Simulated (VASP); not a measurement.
# Os (P6_3/mmc) in VASP: a series of runs, part 3 of 3

VASP 6.6.1.

**5. Single point, PBEsol**

This run uses another cell than the first one, of 13.43 Å³/atom.

The input, INCAR:

```
PREC = Accurate ; ENCUT = 520
EDIFF = 1E-6 ; ISMEAR = -1
SIGMA = 0.05 ; LREAL = F
LASPH = T ; NELM = 80
ALGO = Normal ; ISIF = 2
LWAVE = F ; LCHARG = F
GGA = PS ; NBANDS = 15
```

The input, KPOINTS:

```
Automatic mesh
0
Gamma
  10 10 5
```

The input, POSCAR:

```
Os
1.0
    2.6794180000      0.0000000000      0.0000000000
   -1.3397090000      2.3204440554      0.0000000000
    0.0000000000      0.0000000000      4.3197000000
Os
2
Direct
    0.6666666667      0.3333333333      0.7500000000
    0.3333333333      0.6666666667      0.2500000000
```

Potentials or basis: VASP PAW PBE potentials, release 64 (Os).

Run with:

```console
> cat potpaw_PBE.64/Os/POTCAR > POTCAR
> mpirun -np 1 vasp_std > vasp.out
```

OUTCAR:

```text
PREC = Accurate
   ENCUT = 520
   EDIFF = 1E-6
   ISMEAR = -1
   LREAL = F
   LASPH = T
   NELM = 80
   ISIF = 2
   GGA = PS

 ion  position               nearest neighbor table
   1  0.667  0.333  0.750-   2 2.66   2 2.66   2 2.66   2 2.66   2 2.66   2 2.66
   2  0.333  0.667  0.250-   1 2.66   1 2.66   1 2.66   1 2.66   1 2.66   1 2.66

  LATTYP: Found a hexagonal cell.
 ALAT       =     2.6794180000
 C/A-ratio  =     1.6121784656

  Lattice vectors:

 A1 = (   2.6794180000,   0.0000000000,   0.0000000000)
 A2 = (  -1.3397090000,   2.3204440554,   0.0000000000)
 A3 = (   0.0000000000,   0.0000000000,   4.3197000000)

Analysis of symmetry for initial positions (statically):
=====================================================================
 Subroutine PRICEL returns:
 Original cell was already a primitive cell.

 Routine SETGRP: Setting up the symmetry group for a
 hexagonal supercell.

 Subroutine GETGRP returns: Found 24 space group operations
 (whereof 12 operations were pure point group operations)
 out of a pool of 24 trial point group operations.

The static configuration has the point symmetry D_3d.
 The point group associated with its full space group is D_6h.

Analysis of symmetry for dynamics (positions and initial velocities):
=====================================================================
 Subroutine PRICEL returns:
 Original cell was already a primitive cell.

 Routine SETGRP: Setting up the symmetry group for a
 hexagonal supercell.

 Subroutine GETGRP returns: Found 24 space group operations
 (whereof 12 operations were pure point group operations)
 out of a pool of 24 trial point group operations.

The dynamic configuration has the point symmetry D_3d.
 The point group associated with its full space group is D_6h.

 Subroutine INISYM returns: Found 24 space group operations
 (whereof 12 operations are pure point group operations),
 and found     1 'primitive' translations

----------------------------------------------------------------------------------------

                                     Primitive cell

  volume of cell :      26.8575

  direct lattice vectors                    reciprocal lattice vectors
     2.679418000  0.000000000  0.000000000     0.373215377  0.215475999  0.000000000
    -1.339709000  2.320444055  0.000000000     0.000000000  0.430951997  0.000000000
     0.000000000  0.000000000  4.319700000     0.000000000  0.000000000  0.231497558

  length of vectors
     2.679418000  2.679418000  4.319700000     0.430951997  0.430951997  0.231497558

  position of ions in fractional coordinates (direct lattice)
     0.666666667  0.333333333  0.750000000
     0.333333333  0.666666667  0.250000000

  ion indices of the primitive-cell ions
   primitive index   ion index
                 1           1
                 2           2

----------------------------------------------------------------------------------------

 KPOINTS: Automatic mesh

Automatic generation of k-mesh.
 Grid dimensions read from file:
 generate k-points for:   10   10    5

 Generating k-lattice:

[... 41 lines left out ...]
  0.400000  0.100000  0.200000     24.000000
 [... further k-points ...]
   k-points           NKPTS =     42   k-points in BZ     NKDIM =     42   number of bands    NBANDS=     15
   number of dos      NEDOS =    301   number of ions     NIONS =      2
   total plane-waves  NPLWV =  12800
   dimension x,y,z NGX =    20 NGY =   20 NGZ =   32
   dimension x,y,z NGXF=    40 NGYF=   40 NGZF=   64
   ions per type =               2
   NGX,Y,Z   is equivalent  to a cutoff of  12.41, 12.41, 12.32 a.u.
   NGXF,Y,Z  is equivalent  to a cutoff of  24.82, 24.82, 24.63 a.u.
 SYSTEM =  unknown system
   PREC   = accura    normal or accurate (medium, high low for compatibility)
   ISTART =      0    job   : 0-new  1-cont  2-samecut
   ICHARG =      2    charge: 1-file 2-atom 10-const
   ISPIN  =      1    spin polarized calculation?
   LNONCOLLINEAR =      F non collinear calculations
   LSORBIT =      F    spin-orbit coupling
   LASPH  =      T    aspherical Exc in radial PAW
   ENCUT  =  520.0 eV  38.22 Ry    6.18 a.u.   4.98  4.98  8.03*2*pi/ulx,y,z
   NELM   =     80;   NELMIN=  2; NELMDL= -5     # of ELM steps
   EDIFF  = 0.1E-05   stopping-criterion for ELM
   LREAL  =      F    real-space projection
   EDIFFG = 0.1E-04   stopping-criterion for IOM
   NSW    =      0    number of steps for IOM
   IBRION =     -1    ionic relax: 0-MD 1-quasi-New 2-CG
   NFREE  =      0    steps in history (QN), initial steepest desc. (CG)
   ISIF   =      2    stress and relaxation
   ISYM   =      2    0-nonsym 1-usesym 2-fastsym
   POTIM  = 0.5000    time-step for ionic-motion
   TEBEG  =    0.0;   TEEND  =   0.0 temperature during run
   PSTRESS=    0.0 pullay stress
   NELECT =      16.0000    total number of electrons
   NUPDOWN=      -1.0000    fix difference up-down
   EMIN   =  10.00;   EMAX   =-10.00  energy-range for DOS
   EFERMI =   0.00;   METHOD = LEGACY
   ISMEAR =    -1;   SIGMA  =   0.05  broadening in eV -4-tet -1-fermi 0-gaus
   EFERMI_NEDOS =   21; number of points for ismear=-14 and -15
   IALGO  =     38    algorithm
   IMIX   =      4    mixing-type and parameters
     AMIX     =   0.40;   BMIX     =  1.00
     AMIX_MAG =   1.60;   BMIX_MAG =  1.00
  volume/ion in A,a.u.               =      13.43        90.62
  Fermi-wavevector in a.u.,A,eV,Ry     =   1.377505  2.603107 25.817318  1.897519
  Thomas-Fermi vector in A             =   2.502652
   LORBIT       =      0    0 simple, 1 ext, 2 COOP (PROOUT), +10 PAW based schemes
   GGA     = PS    functional components
   LHFCALC =     F    Hartree Fock is set to
   AEXX    =    0.0000 exact exchange contribution
   IVDW    =     0    specifies the selected vdW correction
   LEPSILON=     F    determine dielectric tensor
   LRPA    =     F    only Hartree local field effects (RPA)
 non-spin polarized calculation
  energy-cutoff  :      520.00
  volume of cell :       26.86
 maximum number of plane-waves:       742
 NGX is ok and might be reduce to    20
   NGX =  9   NGY =  9   NGZ = 17

 number of electron      15.9999999 magnetization

 Free energy of the ion-electron system (eV)
  ---------------------------------------------------
  ext. energy  EPLUGINS =         0.00000000
  ---------------------------------------------------
  free energy    TOTEN  =       -24.41611318 eV

  energy without entropy =      -24.40321463  energy(sigma->0) =      -24.40966390

 E-fermi :  10.0173     XC(G=0): -14.3898

 val. band max:       10.0050500266   @ k =   0.3000   0.1000   0.2000
 cond. band min:      10.0640368719   @ k =   0.3000   0.0000   0.2000
 fundamental gap:      0.0589868453
 Fermi energy:        10.0173429082

 k-point     1 :       0.0000    0.0000    0.0000
  band No.  band energies     occupation
      1      -1.4316      2.00000
      2       1.6879      2.00000
      3       6.6971      2.00000
      4       6.7095      2.00000
      5       6.7095      2.00000
      6       7.5542      2.00000
      7       7.5542      2.00000
      8       8.4712      2.00000
      9       8.4712      2.00000
     10       9.7040      1.99621
     11      11.7444      0.00000
     12      11.7444      0.00000
     13      19.2141      0.00000
     14      24.0691      0.00000
[... 401 lines left out ...]
      2       2.8496      2.00000
      3       4.2356      2.00000
      4       4.8544      2.00000
      5       6.3100      2.00000
      6       7.9622      2.00000
      7       8.5014      2.00000
      8      11.2570      0.00000
      9      11.8539      0.00000
     10      12.5179      0.00000
     11      14.0601      0.00000
     12      16.5795      0.00000
     13      19.2918      0.00000
     14      21.4873      0.00000
     15      22.7122      0.00000

 [... further k-points ...]

------------------------ aborting loop because EDIFF is reached ----------------------------------------

  FORCE on cell =-STRESS in cart. coord.  units (eV):
  Direction    XX          YY          ZZ          XY          YZ          ZX
  --------------------------------------------------------------------------------------
  -------------------------------------------------------------------------------------
  Total        3.8600130      3.8600130      0.7393881     -0.0000000      0.0000000      0.0000000
  in kB      230.2683186    230.2683186     44.1080547     -0.0000000      0.0000000      0.0000000
  external PRESSURE =     168.2148973 kB  Pullay stress =       0.0000000 kB

 VOLUME and BASIS-vectors are now :
 -----------------------------------------------------------------------------
  energy-cutoff  :      520.00
  volume of cell :       26.86
      direct lattice vectors                 reciprocal lattice vectors
     2.679418000  0.000000000  0.000000000     0.373215377  0.215475999  0.000000000
    -1.339709000  2.320444055  0.000000000     0.000000000  0.430951997  0.000000000
     0.000000000  0.000000000  4.319700000     0.000000000  0.000000000  0.231497558

 POSITION                                       TOTAL-FORCE (eV/Angst)
 -----------------------------------------------------------------------------------
      1.33971      0.77348      3.23977         0.000000     -0.000000      0.000000
     -0.00000      1.54696      1.07993        -0.000000      0.000000      0.000000
 -----------------------------------------------------------------------------------
    total drift:                               -0.000000      0.000000     -0.000000

  FREE ENERGIE OF THE ION-ELECTRON SYSTEM (eV)
  ---------------------------------------------------
  free  energy   TOTEN  =       -24.4161131817 eV

  energy  without entropy=      -24.4032146254  energy(sigma->0) =      -24.40966390
```

OSZICAR:

```text
N       E                     dE             d eps       ncg     rms          rms(c)
DAV:   1     0.102205223924E+03    0.10221E+03   -0.74539E+03  1260   0.103E+03
DAV:   2    -0.211582901838E+02   -0.12336E+03   -0.10749E+03  1267   0.332E+02
DAV:   3    -0.258733072724E+02   -0.47150E+01   -0.45105E+01  1708   0.570E+01
DAV:   4    -0.259086666904E+02   -0.35359E-01   -0.35333E-01  1394   0.488E+00
DAV:   5    -0.259088579404E+02   -0.19125E-03   -0.19124E-03  1729   0.339E-01    0.266E+01
DAV:   6    -0.247773676303E+02    0.11315E+01   -0.87901E-01  1596   0.795E+00    0.124E+01
DAV:   7    -0.244255087779E+02    0.35186E+00   -0.62960E-01  1603   0.664E+00    0.657E-01
DAV:   8    -0.244173690663E+02    0.81397E-02   -0.77238E-03  1295   0.695E-01    0.245E-01
DAV:   9    -0.244161258110E+02    0.12433E-02   -0.11611E-03  1652   0.362E-01    0.518E-02
DAV:  10    -0.244161327242E+02   -0.69132E-05   -0.21676E-05  1540   0.341E-02    0.816E-03
DAV:  11    -0.244161137400E+02    0.18984E-04   -0.49373E-06  1470   0.252E-02    0.804E-04
DAV:  12    -0.244161131817E+02    0.55825E-06   -0.72583E-08   875   0.286E-03
   1 F= -.24416113E+02 E0= -.24409664E+02  d E =-.128986E-01
```

Run time: 34 s. Hardware: 1 thread of Intel Xeon 8259CL, shared host; peak memory 0.14 GiB.

What came out:

```yaml
Free_energy: -24.4161 eV
Pressure: 16.8 GPa
Band_gap_on_the_k_mesh: zero (bands 8 and 9 overlap by 4.14 eV)
```

Stress tensor (GPa, compression positive):
```
23.03  0.00  0.00
 0.00 23.03  0.00
 0.00  0.00  4.41
```

Levels at points of the mesh, in eV from the Fermi level:
| k point | band 4 | band 5 | band 6 | band 7 | band 8 | band 9 | band 10 | band 11 | band 12 | band 13 |
| --- | --- | --- | --- | --- | --- | --- | --- | --- | --- | --- |
| (0.00, 0.00, 0.00) | -3.31 | -3.31 | -2.46 | -2.46 | -1.55 | -1.55 | -0.31 | 1.73 | 1.73 | 9.20 |
| (0.50, 0.00, 0.00) | -3.69 | -3.04 | -2.96 | -2.22 | 2.30 | 2.72 | 2.84 | 4.68 | 6.03 | 9.61 |

Caveat: the cell stands under pressure; the PAW data sets were made with another functional, which shifts forces and pressure a little; spin-orbit coupling is left out, which moves the levels of the heavy elements.

**6. Overview**

```tsv
cell	k mesh	gap on the mesh (eV)	pressure (GPa)
a = 2.789, b = 2.789, c = 4.320 Å, angles 90.0, 90.0, 120.0°, 2 atoms	9 × 9 × 5	none	-17.6
a = 2.625, b = 2.625, c = 4.320 Å, angles 90.0, 90.0, 120.0°, 2 atoms	10 × 10 × 5	none	41.1
a = 2.843, b = 2.843, c = 4.320 Å, angles 90.0, 90.0, 120.0°, 2 atoms	9 × 9 × 5	none	-29.1
a = 2.679, b = 2.679, c = 4.320 Å, angles 90.0, 90.0, 120.0°, 2 atoms	10 × 10 × 5	none	16.8
```

Alike in all rows: task single point; level PBEsol; potentials or basis VASP PAW PBE potentials, release 64 (Os); no spin polarisation; cutoff (eV) 520; smearing fermi-dirac 0.05 eV.

Caveats: the PAW data sets were made with another functional, which shifts forces and pressure a little; spin-orbit coupling is left out, which moves the levels of the heavy elements; the cell stands under tension (at least some runs); the cell stands under pressure (at least some runs).

Total energies depend on the potentials used, so only differences within one code and one set of settings carry meaning.
